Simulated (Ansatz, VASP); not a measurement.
**BN: VASP beside Ansatz**

File INCAR:

```
PREC     = Accurate       # precision mode
ENCUT    = 600            # plane-wave cutoff, eV
EDIFF    = 1E-6           # SCF threshold, eV
ISMEAR   = 0              # smearing method
SIGMA    = 0.01           # smearing width, eV
LREAL    = False          # projectors in reciprocal space
LASPH    = True           # aspherical terms in the spheres
NELM     = 60             # most SCF steps
ALGO     = Normal         # electronic algorithm
ISIF     = 3              # what is computed and relaxed
LWAVE    = False          # write WAVECAR
LCHARG   = False          # write CHGCAR
GGA      = PS             # functional
IBRION   = 2              # ionic algorithm
NSW      = 80             # ionic steps
EDIFFG   = -0.01          # ionic threshold
```

The input KPOINTS:

```
Automatic mesh
0
Gamma
  12 12 12
```

POSCAR

```
BN
1.0
    4.1120780000      0.0000000000      0.0000000000
    1.1410171286      2.2263451715      0.0000000000
    2.9710606487     -0.8190325536      2.0702171075
B N
1 1
Direct
    0.0000490000      0.0000490000      0.9999510000
    0.6666510000      0.6666510000      0.3333490000
```

Input for Ansatz:

```yaml
crystal:
  lattice:
    - [4.112078, 0.0, 0.0]
    - [1.141017128553605, 2.2263451715273814, 0.0]
    - [2.971060648720964, -0.8190325535653185, 2.070217107493327]
  atoms:
    - { symbol: B, position: [4.8999999999976966e-05, 4.900000000000403e-05, 0.999951] }
    - { symbol: "N", position: [0.6666510000000001, 0.6666509999999999, 0.333349] }
kpoints:
  mp_grid:
    grid: [12, 12, 12]
hamiltonian:
  xc: pbesol
scf:
  occupations:
    method: fixed
relax:
  cell: {}
```

Alike in both runs: task relaxation of cell and atoms; functional PBEsol; k mesh 12 × 12 × 12; no spin polarisation.

|  | VASP | Ansatz |
| --- | --- | --- |
| version | VASP 6.6.1 | Ansatz 0.2.0 |
| potentials or method | VASP PAW PBE potentials, release 64 (B, N) | plane waves, PAW |
| plane-wave cutoff (eV) | 600 | 420 |
| occupations | gaussian, width 0.01 eV | fixed |
| valence electrons in the cell | 8 | 8 |

Ansatz gave:

| Property | Result |
| --- | --- |
| relaxed volume (Å³/atom) | 9.66 |
| relaxed cell length with the largest relative difference (Å) | 3.771 |

Question: Which values does VASP return?

Answer: Relaxed volume (Å³/atom): 9.50; relaxed cell length with the largest relative difference (Å): 3.713.

VASP's potentials were made for PBE, not for PBEsol.
